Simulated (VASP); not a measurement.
Input of a VASP 6.6.1 run:

Contents of INCAR:

```
  PREC = Accurate
  ENCUT = 500
  EDIFF = 1E-7
  ISMEAR = 0
  SIGMA = 0.05
  LREAL = F
  LASPH = T
  NELM = 200
  ALGO = Normal
  ISIF = 4
  LWAVE = F
  LCHARG = F
  ISPIN = 2
  MAGMOM = 0.05 0.05 0 0 0 0
  LORBIT = 11
  LMAXMIX = 4
  GGA = RE
  IVDW = 13
  IBRION = 2
  NSW = 60
  EDIFFG = -0.01
  GGA_COMPAT = F
  NELMIN = 4
```

KPOINTS

```
regular mesh
0
Gamma
  8 8 2
```

File POSCAR:

```
MoS2
1.0
    3.1583968057      0.0000000000      0.0000000000
   -1.5791984028      2.7352518690      0.0000000000
    0.0000000000      0.0000000000     11.8976418668
Mo S
2 4
Direct
    0.3333333333      0.6666666667      0.2500000000
    0.6666666667      0.3333333333      0.7500000000
    0.3333333333      0.6666666667      0.6173948370
    0.6666666667      0.3333333333      0.1173948370
    0.3333333333      0.6666666667      0.8826051630
    0.6666666667      0.3333333333      0.3826051630
```

Potentials or basis: VASP PAW PBE potentials, release 64 (Mo_sv, S).

Run with:

```bash
$ cat potpaw_PBE.64/Mo_sv/POTCAR potpaw_PBE.64/S/POTCAR > POTCAR
$ mpirun -np 1 vasp_std > vasp.out
```

Task: Estimate the band gap on the k mesh.

Result: 0.88 eV (least direct gap 1.97 eV).

Task: Estimate the net moment.

Result: 0.00 μB per cell.

Final structure:
```xyz
6
Lattice="3.1476 0.0000 0.0000 -1.5738 2.7259 0.0000 0.0000 0.0000 11.9797" Properties=species:S:1:pos:R:3 pbc="T T T"
Mo    0.0000    1.8172    2.9949
Mo    1.5738    0.9086    8.9848
S     0.0000    1.8172    7.4196
S     1.5738    0.9086    1.4297
S     0.0000    1.8172   10.5500
S     1.5738    0.9086    4.5601
```

 A hybrid or GW would open this gap; revPBE tends to underestimate it.
